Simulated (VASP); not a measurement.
**MnS: relaxation of cell and atoms with PBE+D3(BJ)**

Crystal: MnS.

```
Mn S
1.0
     0.00000    2.54760    2.54760
     2.54760    0.00000    2.54760
     2.54760    2.54760    0.00000
Mn S
1 1
Direct
  0.00000 0.00000 0.00000
  0.50000 0.50000 0.50000
```

```json
{
  "Program": "VASP 6.6.1",
  "Task": "relaxation of cell and atoms",
  "Functional": "PBE",
  "Dispersion": "D3(BJ)",
  "Potentials or basis": "VASP PAW PBE potentials, release 64 (Mn_pv, S)",
  "Cutoff": "600 eV",
  "k mesh": "14 × 14 × 14",
  "Occupations": "gaussian, width 0.1 eV",
  "Spin": "collinear spin, ferromagnetic start",
  "Starting moments": "[4.42, 0.14] μB",
  "Dipole correction": "no",
  "Further INCAR settings": "ALGO = Normal; EDIFF = 1e-06; IBRION = 2; EDIFFG = -0.005; NSW = 70; ISIF = 3"
}
```

```json
{"Relaxed volume": "15.82 Å³/atom", "Relaxed cell": "a = 3.550 Å, b = 3.550 Å, c = 3.550 Å, α = 60.00°, β = 60.00°, γ = 60.00°", "Space group after relaxing (to 0.1 Å)": "Fm-3m (No. 225)", "Energy gained by relaxing": "12.6 meV/atom", "Ionic steps": "12", "Pressure after relaxing": "0.0 GPa", "Net moment": "4.38 μB per cell", "Site moments": "Mn +4.01; S +0.08 μB", "Valence electrons inside the program's atomic spheres": "Mn 11.42; S 3.75", "Dispersion energy per atom": "-0.457 eV"}
```

The path:
```tsv
step	energy change (eV)	largest force (eV/Å)	pressure (GPa)	volume (Å³)
1	0.0000	0.0000	-4.29	33.07
2	0.2401	0.0000	29.59	30.99
3	-0.0071	0.0000	-3.78	32.79
4	-0.0120	0.0000	-3.46	32.57
5	-0.0245	0.0000	-1.48	31.78
6	-0.0045	0.0000	46.67	31.38
7	-0.0247	0.0000	-1.28	31.75
8	-0.0250	0.0000	1.37	31.60
9	-0.0252	0.0000	-0.54	31.68
10	-0.0252	0.0000	0.19	31.64
11	-0.0250	0.0000	-1.04	31.72
12	-0.0252	0.0000	0.02	31.65
```

Final structure:
```
CELL_PARAMETERS angstrom
0.00000 2.51053 2.51053
2.51053 0.00000 2.51053
2.51053 2.51053 0.00000
ATOMIC_POSITIONS crystal
Mn 0.00000 0.00000 0.00000
S 0.50000 0.50000 0.50000
```

Levels at points of the mesh, in eV from the Fermi level:
Spin up:
```csv
k point,band 9,band 10,band 11,band 12,band 13,band 14,band 15
"(0.00, 0.00, 0.00)",-3.30,-2.01,-2.01,-2.01,2.61,8.85,8.85
"(0.50, 0.00, 0.00)",-2.73,-2.30,0.83,0.83,2.90,5.49,5.49
"(0.50, 0.50, 0.00)",-2.98,-2.56,-2.56,-1.94,1.14,5.65,11.14
```
Spin down:
```csv
k point,band 3,band 4,band 5,band 6,band 7,band 8,band 9,band 10,band 11,band 12
"(0.00, 0.00, 0.00)",-46.29,-15.10,-1.82,-1.82,-1.82,-0.03,-0.03,-0.03,0.07,0.07
"(0.50, 0.00, 0.00)",-46.29,-13.53,-7.14,-3.85,-3.85,1.15,1.15,1.39,3.35,3.47
"(0.50, 0.50, 0.00)",-46.30,-13.36,-6.25,-3.55,-3.55,-1.36,0.58,1.44,1.44,1.62
```

Wall time 21 min on 1 thread of Intel(R) Xeon(R) Platinum 8259CL CPU @ 2.50GHz (Skylake/Cascade Lake) (shared host), peak memory 0.28 GiB.

Caveat: a cell with one magnetic atom can't hold antiferromagnetic order, which such compounds often take; semilocal functionals often make such compounds metallic where correlation or magnetic order opens a gap, which also shifts bond lengths. With open d or f shells a metallic result of PBE can be an artefact of self-interaction; +U or a hybrid may open a gap.
